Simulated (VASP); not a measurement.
# TiC3 (Pm-3m) in VASP: notebook

The runs below take TiC3 through single point, relaxation of cell and atoms, with PBE.

Everything below comes from runs of VASP 6.6.1. Logs are shortened: lines on timing, memory, paths and dates and some standing lists are left out, and cuts for length are marked.

### Step 1. The cell of the first run

Symmetry: Pm-3m, No. 221, cubic system. The conventional cell has a = 4.049 Å, b = 4.049 Å, c = 4.049 Å, α = 90.00°, β = 90.00°, γ = 90.00°. Within 2.7 Å of Ti (site symmetry m-3m) lie 6 C at 2.02 Å. Within 2.7 Å of C (site symmetry 4/mmm) lie 2 Ti at 2.02 Å.

The cell was built from a structure type or drawn by symmetry, and may not be a known phase.

### Step 2. Single point, PBE

Contents of INCAR:

```
PREC = Accurate
ENCUT = 520
EDIFF = 1E-6
ISMEAR = 0
SIGMA = 0.1
LREAL = False
LASPH = True
NELM = 80
ALGO = Normal
ISIF = 2
LWAVE = False
LCHARG = True
GGA = PE
LELF = True
LVHAR = True
NBANDS = 20
```

Contents of KPOINTS:

```
regular mesh
0
Gamma
  12 12 12
```

Contents of POSCAR:

```
TiC3
1.0
    4.0492945425      0.0000000000      0.0000000000
    0.0000000000      4.0492945425      0.0000000000
    0.0000000000      0.0000000000      4.0492945425
Ti C
1 3
Direct
    0.0000000000      0.0000000000      0.0000000000
    0.5000000000      0.0000000000      0.0000000000
    0.0000000000      0.5000000000      0.0000000000
    0.0000000000      0.0000000000      0.5000000000
```

Potentials or basis: VASP PAW PBE potentials, release 64 (Ti_sv, C).

The run is started by

```sh
> cat potpaw_PBE.64/Ti_sv/POTCAR potpaw_PBE.64/C/POTCAR > POTCAR
> mpirun -np 1 vasp_std > vasp.out
```

OUTCAR:

```text
PREC = Accurate
   ENCUT = 520
   EDIFF = 1E-6
   ISMEAR = 0
   LREAL = False
   LASPH = True
   NELM = 80
   ISIF = 2
   GGA = PE

 ion  position               nearest neighbor table
   1  0.000  0.000  0.000-   2 2.02   3 2.02   4 2.02   4 2.02   3 2.02   2 2.02
   2  0.500  0.000  0.000-   1 2.02   1 2.02
   3  0.000  0.500  0.000-   1 2.02   1 2.02
   4  0.000  0.000  0.500-   1 2.02   1 2.02

  LATTYP: Found a simple cubic cell.
 ALAT       =     4.0492945425

  Lattice vectors:

 A1 = (   4.0492945425,   0.0000000000,   0.0000000000)
 A2 = (   0.0000000000,   4.0492945425,   0.0000000000)
 A3 = (   0.0000000000,   0.0000000000,   4.0492945425)

Analysis of symmetry for initial positions (statically):
=====================================================================
 Subroutine PRICEL returns:
 Original cell was already a primitive cell.

 Routine SETGRP: Setting up the symmetry group for a
 simple cubic supercell.

 Subroutine GETGRP returns: Found 48 space group operations
 (whereof 48 operations were pure point group operations)
 out of a pool of 48 trial point group operations.

The static configuration has the point symmetry O_h .

Analysis of symmetry for dynamics (positions and initial velocities):
=====================================================================
 Subroutine PRICEL returns:
 Original cell was already a primitive cell.

 Routine SETGRP: Setting up the symmetry group for a
 simple cubic supercell.

 Subroutine GETGRP returns: Found 48 space group operations
 (whereof 48 operations were pure point group operations)
 out of a pool of 48 trial point group operations.

The dynamic configuration has the point symmetry O_h .

 Subroutine INISYM returns: Found 48 space group operations
 (whereof 48 operations are pure point group operations),
 and found     1 'primitive' translations

----------------------------------------------------------------------------------------

                                     Primitive cell

  volume of cell :      66.3954

  direct lattice vectors                    reciprocal lattice vectors
     4.049294543  0.000000000  0.000000000     0.246956597  0.000000000  0.000000000
     0.000000000  4.049294543  0.000000000     0.000000000  0.246956597  0.000000000
     0.000000000  0.000000000  4.049294543     0.000000000  0.000000000  0.246956597

  length of vectors
     4.049294543  4.049294543  4.049294543     0.246956597  0.246956597  0.246956597

  position of ions in fractional coordinates (direct lattice)
     0.000000000  0.000000000  0.000000000
     0.500000000  0.000000000  0.000000000
     0.000000000  0.500000000  0.000000000
     0.000000000  0.000000000  0.500000000

  ion indices of the primitive-cell ions
   primitive index   ion index
                 1           1
                 2           2
                 3           3
                 4           4

----------------------------------------------------------------------------------------

 KPOINTS: regular mesh

Automatic generation of k-mesh.
 Grid dimensions read from file:
 generate k-points for:   12   12   12

 Generating k-lattice:

  Cartesian coordinates                     Fractional coordinates (reciprocal lattice)
     0.020579716  0.000000000  0.000000000     0.083333333  0.000000000  0.000000000
     0.000000000  0.020579716  0.000000000     0.000000000  0.083333333  0.000000000
     0.000000000  0.000000000  0.020579716     0.000000000  0.000000000  0.083333333

  Length of vectors
     0.020579716  0.020579716  0.020579716

  Shift w.r.t. Gamma in fractional coordinates (k-lattice)
     0.000000000  0.000000000  0.000000000

 Subroutine IBZKPT returns following result:
 ===========================================

 Found     84 irreducible k-points:

 Following reciprocal coordinates:
            Coordinates               Weight
  0.000000  0.000000  0.000000      1.000000
  0.083333  0.000000  0.000000      6.000000
  0.166667  0.000000  0.000000      6.000000
  0.250000  0.000000  0.000000      6.000000
  0.333333  0.000000  0.000000      6.000000
  0.416667  0.000000  0.000000      6.000000
[... 16 lines left out ...]
  0.333333  0.333333  0.000000     12.000000
  0.416667  0.333333  0.000000     24.000000
 [... further k-points ...]
   k-points           NKPTS =     84   k-points in BZ     NKDIM =     84   number of bands    NBANDS=     20
   number of dos      NEDOS =    301   number of ions     NIONS =      4
   total plane-waves  NPLWV =  27000
   dimension x,y,z NGX =    30 NGY =   30 NGZ =   30
   dimension x,y,z NGXF=    60 NGYF=   60 NGZF=   60
   ions per type =               1   3
   NGX,Y,Z   is equivalent  to a cutoff of  12.32, 12.32, 12.32 a.u.
   NGXF,Y,Z  is equivalent  to a cutoff of  24.63, 24.63, 24.63 a.u.
 SYSTEM =  unknown system
   PREC   = accura    normal or accurate (medium, high low for compatibility)
   ISTART =      0    job   : 0-new  1-cont  2-samecut
   ICHARG =      2    charge: 1-file 2-atom 10-const
   ISPIN  =      1    spin polarized calculation?
   LNONCOLLINEAR =      F non collinear calculations
   LSORBIT =      F    spin-orbit coupling
   LASPH  =      T    aspherical Exc in radial PAW
   ENCUT  =  520.0 eV  38.22 Ry    6.18 a.u.   7.53  7.53  7.53*2*pi/ulx,y,z
   NELM   =     80;   NELMIN=  2; NELMDL= -5     # of ELM steps
   EDIFF  = 0.1E-05   stopping-criterion for ELM
   LREAL  =      F    real-space projection
   EDIFFG = 0.1E-04   stopping-criterion for IOM
   NSW    =      0    number of steps for IOM
   IBRION =     -1    ionic relax: 0-MD 1-quasi-New 2-CG
   NFREE  =      0    steps in history (QN), initial steepest desc. (CG)
   ISIF   =      2    stress and relaxation
   ISYM   =      2    0-nonsym 1-usesym 2-fastsym
   POTIM  = 0.5000    time-step for ionic-motion
   TEBEG  =    0.0;   TEEND  =   0.0 temperature during run
   PSTRESS=    0.0 pullay stress
   NELECT =      24.0000    total number of electrons
   NUPDOWN=      -1.0000    fix difference up-down
   EMIN   =  10.00;   EMAX   =-10.00  energy-range for DOS
   EFERMI =   0.00;   METHOD = LEGACY
   ISMEAR =     0;   SIGMA  =   0.10  broadening in eV -4-tet -1-fermi 0-gaus
   EFERMI_NEDOS =   21; number of points for ismear=-14 and -15
   IALGO  =     38    algorithm
   IMIX   =      4    mixing-type and parameters
     AMIX     =   0.40;   BMIX     =  1.00
     AMIX_MAG =   1.60;   BMIX_MAG =  1.00
  volume/ion in A,a.u.               =      16.60       112.01
  Fermi-wavevector in a.u.,A,eV,Ry     =   1.166181  2.203762 18.503619  1.359978
  Thomas-Fermi vector in A             =   2.302697
   LORBIT       =      0    0 simple, 1 ext, 2 COOP (PROOUT), +10 PAW based schemes
   GGA     = PE    functional components
   LHFCALC =     F    Hartree Fock is set to
   AEXX    =    0.0000 exact exchange contribution
   IVDW    =     0    specifies the selected vdW correction
   LEPSILON=     F    determine dielectric tensor
   LRPA    =     F    only Hartree local field effects (RPA)
 non-spin polarized calculation
 Gauss-broadening in eV      SIGMA  =   0.10
  energy-cutoff  :      520.00
  volume of cell :       66.40
 maximum number of plane-waves:      1807
   NGX = 15   NGY = 15   NGZ = 15

 number of electron      24.0000003 magnetization

 Free energy of the ion-electron system (eV)
  ---------------------------------------------------
  ext. energy  EPLUGINS =         0.00000000
  ---------------------------------------------------
  free energy    TOTEN  =       -24.83141033 eV

  energy without entropy =      -24.82608390  energy(sigma->0) =      -24.82874712

 E-fermi :   0.9998     XC(G=0):  -8.8841

 val. band max:        0.9360407287   @ k =   0.3333   0.2500   0.0000
 cond. band min:       1.0324758422   @ k =   0.3333   0.1667   0.0000
 fundamental gap:      0.0964351136
 Fermi energy:         0.9998157369

 k-point     1 :       0.0000    0.0000    0.0000
  band No.  band energies     occupation
      1     -53.9470      2.00000
      2     -30.3128      2.00000
      3     -30.3128      2.00000
      4     -30.3128      2.00000
      5      -9.5049      2.00000
      6      -7.0123      2.00000
[... 12 lines left out ...]
     19       3.7519      0.00000
     20       6.9939      0.00000

 k-point     2 :       0.0833    0.0000    0.0000
  band No.  band energies     occupation
      1     -53.9470      2.00000
      2     -30.3139      2.00000
      3     -30.3127      2.00000
      4     -30.3127      2.00000
      5      -9.4618      2.00000
      6      -7.0130      2.00000
[... 12 lines left out ...]
     19       4.2324      0.00000
     20       6.9998      0.00000

 k-point     3 :       0.1667    0.0000    0.0000
  band No.  band energies     occupation
      1     -53.9470      2.00000
      2     -30.3169      2.00000
      3     -30.3123      2.00000
      4     -30.3123      2.00000
      5      -9.3388      2.00000
      6      -7.0181      2.00000
[... 12 lines left out ...]
     19       4.8526      0.00000
     20       7.0148      0.00000

 k-point     4 :       0.2500    0.0000    0.0000
  band No.  band energies     occupation
      1     -53.9469      2.00000
      2     -30.3211      2.00000
      3     -30.3118      2.00000
      4     -30.3118      2.00000
      5      -9.1567      2.00000
      6      -7.0350      2.00000
[... 429 lines left out ...]
 k-point    23 :       0.3333    0.3333    0.0000
  band No.  band energies     occupation
      1     -53.9467      2.00000
      2     -30.3236      2.00000
      3     -30.3235      2.00000
      4     -30.3098      2.00000
      5      -8.3569      2.00000
      6      -6.9400      2.00000
[... 12 lines left out ...]
     19       6.2028      0.00000
     20       8.0471      0.00000

 k-point    24 :       0.4167    0.3333    0.0000
  band No.  band energies     occupation
      1     -53.9467      2.00000
      2     -30.3265      2.00000
      3     -30.3231      2.00000
      4     -30.3094      2.00000
      5      -8.1731      2.00000
      6      -6.9480      2.00000
[... 12 lines left out ...]
     19       6.3886      0.00000
     20       8.1144      0.00000

 [... further k-points ...]

------------------------ aborting loop because EDIFF is reached ----------------------------------------

  FORCE on cell =-STRESS in cart. coord.  units (eV):
  Direction    XX          YY          ZZ          XY          YZ          ZX
  --------------------------------------------------------------------------------------
  -------------------------------------------------------------------------------------
  Total       -0.0681636     -0.0681636     -0.0681636      0.0000000      0.0000000      0.0000000
  in kB       -1.6448455     -1.6448455     -1.6448455      0.0000000      0.0000000      0.0000000
  external PRESSURE =      -1.6448455 kB  Pullay stress =       0.0000000 kB

 VOLUME and BASIS-vectors are now :
 -----------------------------------------------------------------------------
  energy-cutoff  :      520.00
  volume of cell :       66.40
      direct lattice vectors                 reciprocal lattice vectors
     4.049294543  0.000000000  0.000000000     0.246956597  0.000000000  0.000000000
     0.000000000  4.049294543  0.000000000     0.000000000  0.246956597  0.000000000
     0.000000000  0.000000000  4.049294543     0.000000000  0.000000000  0.246956597

 POSITION                                       TOTAL-FORCE (eV/Angst)
 -----------------------------------------------------------------------------------
      0.00000      0.00000      0.00000         0.000000      0.000000      0.000000
      2.02465      0.00000      0.00000         0.000000      0.000000      0.000000
      0.00000      2.02465      0.00000         0.000000      0.000000      0.000000
      0.00000      0.00000      2.02465         0.000000      0.000000      0.000000
 -----------------------------------------------------------------------------------
    total drift:                                0.000000      0.000000      0.000000

  FREE ENERGIE OF THE ION-ELECTRON SYSTEM (eV)
  ---------------------------------------------------
  free  energy   TOTEN  =       -24.8314103323 eV

  energy  without entropy=      -24.8260839046  energy(sigma->0) =      -24.82874712
```

It took 2.3 min on 1 thread of Intel Xeon 8259CL, shared host; peak memory 0.24 GiB.

Results:

```
Free energy            : -24.8314 eV
Pressure               : -0.2 GPa
Band gap on the k mesh : zero (bands 12 and 13 overlap by 3.75 eV)
```

### Step 3. Relaxation of cell and atoms, PBE

This run uses another cell than the first one, of 16.71 Å³/atom.

Contents of INCAR:

```
SYSTEM = TiC3
PREC = Accurate
ENCUT = 600
EDIFF = 1E-7
ISMEAR = 0
SIGMA = 0.1
LREAL = .FALSE.
LASPH = .TRUE.
NELM = 80
ALGO = Normal
ISIF = 3
LWAVE = .FALSE.
LCHARG = .FALSE.
GGA = PE
IBRION = 2
NSW = 100
EDIFFG = -0.01
```

Contents of KPOINTS:

```
Automatic mesh
0
G
  12 12 12
  0 0 0
```

Contents of POSCAR:

```
TiC3
1.0
    4.0583111210      0.0000000000      0.0000000000
    0.0000000000      4.0583111210      0.0000000000
    0.0000000000      0.0000000000      4.0583111210
Ti C
1 3
Direct
    0.0000000000      0.0000000000      0.0000000000
    0.5000000000      0.0000000000      0.0000000000
    0.0000000000      0.5000000000      0.0000000000
    0.0000000000      0.0000000000      0.5000000000
```

Potentials or basis: VASP PAW PBE potentials, release 64 (Ti_sv, C).

The run is started by

```sh
> cat potpaw_PBE.64/Ti_sv/POTCAR potpaw_PBE.64/C/POTCAR > POTCAR
> mpirun -np 1 vasp_std > vasp.out
```

It took 3.8 min on 1 thread of Intel Xeon 8259CL, shared host; peak memory 0.26 GiB.

Results (log left out):

- Free energy: -24.8314 eV
- Relaxed volume: 16.56 Å³/atom
- Relaxed cell: a = 4.046 Å, b = 4.046 Å, c = 4.046 Å, α = 90.00°, β = 90.00°, γ = 90.00°
- Space group after relaxing (to 0.1 Å): Pm-3m (No. 221)
- Energy gained by relaxing: 0.4 meV/atom
- Ionic steps: 3
- Pressure after relaxing: 0.0 GPa
- Band gap on the k mesh: zero (bands 12 and 13 overlap by 3.76 eV)

Step by step:
```tsv
step	energy change (eV)	largest force (eV/Å)	pressure (GPa)	volume (Å³)
1	0.0000	0.0000	-0.79	66.84
2	-0.0014	0.0000	0.23	66.05
3	-0.0015	0.0000	0.00	66.22
```

Final structure:
```
Ti C
1.0
     4.04581    0.00000    0.00000
     0.00000    4.04581    0.00000
     0.00000    0.00000    4.04581
Ti C
1 3
Direct
  0.00000 0.00000 0.00000
  0.50000 0.00000 0.00000
  0.00000 0.50000 0.00000
  0.00000 0.00000 0.50000
```

Levels at points of the mesh, in eV from the Fermi level:
| k point | band 9 | band 10 | band 11 | band 12 | band 13 | band 14 | band 15 | band 16 |
| --- | --- | --- | --- | --- | --- | --- | --- | --- |
| (0.00, 0.00, 0.00) | -1.23 | -1.23 | 1.66 | 1.66 | 1.66 | 2.69 | 2.69 | 2.69 |
| (0.50, 0.00, 0.00) | -0.63 | -0.63 | -0.46 | -0.46 | 0.26 | 1.05 | 2.42 | 2.42 |
| (0.50, 0.50, 0.00) | -2.66 | -2.12 | -0.54 | -0.54 | 0.67 | 0.75 | 0.75 | 3.28 |
| (0.50, 0.50, 0.50) | -2.71 | -2.71 | -2.71 | -2.09 | -2.09 | 3.31 | 3.31 | 3.31 |
